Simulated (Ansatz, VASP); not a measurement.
**CdS in VASP and in Ansatz**

```
Cd S
1.0
     0.00000    2.72691    2.72691
     2.72691    0.00000    2.72691
     2.72691    2.72691    0.00000
Cd S
1 1
Direct
  0.99575 0.00425 0.00849
  0.51489 0.48511 0.47022
```

Change from the starting cell: mode 4 frozen in at -0.122 Å and mode 5 at -0.041 Å (largest displacements).

Alike in both runs: task single point; functional r2SCAN; k mesh 8 × 8 × 8; occupations gaussian, width 0.05 eV; no spin polarisation.

|  | VASP | Ansatz |
| --- | --- | --- |
| version | VASP 6.6.1 | Ansatz 0.2.0 |
| potentials or method | VASP PAW PBE potentials, release 64 (Cd, S), cutoff 520 eV | scalar-relativistic, plane waves, PAW |
| valence electrons in the cell | 18 | 26 |

VASP gave:

```
gap on the k mesh at the Fermi level (eV)                     : 0.79
least direct gap on the mesh (eV)                             : 2.31
pressure (GPa)                                                : 1.3
traceless stress, the component that is largest in VASP (GPa) : 1.68
rms of the force components (eV/Å)                            : 0.210
```

Problem. Estimate Ansatz's values.

Solution. gap on the k mesh at the Fermi level (eV): 0.81; least direct gap on the mesh (eV): 2.34; pressure (GPa): 0.8; traceless stress, the component that is largest in VASP (GPa): 1.64; rms of the force components (eV/Å): 0.201.

VASP's potentials were made for PBE, not for r2SCAN. Atom by atom the forces differ by 0.009 eV/Å (rms over components). VASP's potentials hold 18 valence electrons a cell and Ansatz's 26, so a difference there can come from the potentials and not from the codes.
